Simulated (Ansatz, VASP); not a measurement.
## C in VASP and in Ansatz

```
C
1.0
     0.00000    1.72334    1.91085
     1.72334    0.00000    1.91085
     1.72334    1.72334    0.00000
C
2
Direct
  0.50000 0.50000 0.50000
  0.75000 0.75000 0.75000
```

Change from the starting cell: strain +e along x and -e along y +0.0000, strain +e along z and -e/2 along x and y +0.0700.

Alike in both runs: task single point; functional PBE; k mesh 12 × 12 × 12; occupations gaussian, width 0.05 eV; no spin polarisation.

```csv
,VASP,Ansatz
version,VASP 6.6.1,Ansatz 0.2.0
potentials or method,"VASP PAW PBE potentials, release 64 (C), cutoff 520 eV","scalar-relativistic, plane waves, PAW"
valence electrons in the cell,8,8
```

Ansatz gave:

```
gap on the k mesh at the Fermi level (eV)                     : 2.87
least direct gap on the mesh (eV)                             : 4.69
pressure (GPa)                                                : 1.9
traceless stress, the component that is largest in VASP (GPa) : -70.51
```

Which values does VASP return?

gap on the k mesh at the Fermi level (eV): 2.86; least direct gap on the mesh (eV): 4.68; pressure (GPa): 2.5; traceless stress, the component that is largest in VASP (GPa): -70.51.
